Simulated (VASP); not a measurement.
A run of VASP 6.6.1:

File INCAR:

```
PREC = Accurate
ENCUT = 520
EDIFF = 1E-7
ISMEAR = 0
SIGMA = 0.01
LREAL = F
LASPH = T
NELM = 60
ALGO = Normal
ISIF = 2
LWAVE = F
LCHARG = F
GGA = PE
NBANDS = 15
```

Contents of KPOINTS:

```
Automatic mesh
0
Gamma
  8 8 8
```

Contents of POSCAR:

```
SrO
1.0
    0.0000000000      2.5711351541      2.5711351541
    2.5711351541      0.0000000000      2.5711351541
    2.5711351541      2.5711351541      0.0000000000
Sr O
1 1
Direct
    0.5000000000      0.5000000000      0.5000000000
    0.0000000000      0.0000000000      0.0000000000
```

Potentials or basis: VASP PAW PBE potentials, release 64 (Sr_sv, O).

Run with:

```console
$ cat potpaw_PBE.64/Sr_sv/POTCAR potpaw_PBE.64/O/POTCAR > POTCAR
$ mpirun -np 1 vasp_std > vasp.out
```

Hardware: 1 thread of AMD EPYC 7R43 64-Core Processor (Zen 3), on a shared host.

How long does it take, and how much memory?

It took 16 s on 1 thread of AMD EPYC 7R43 64-Core Processor (Zen 3), with other jobs on the host, peak memory 0.12 GiB. Counts: scf iterations 15, k points 29.
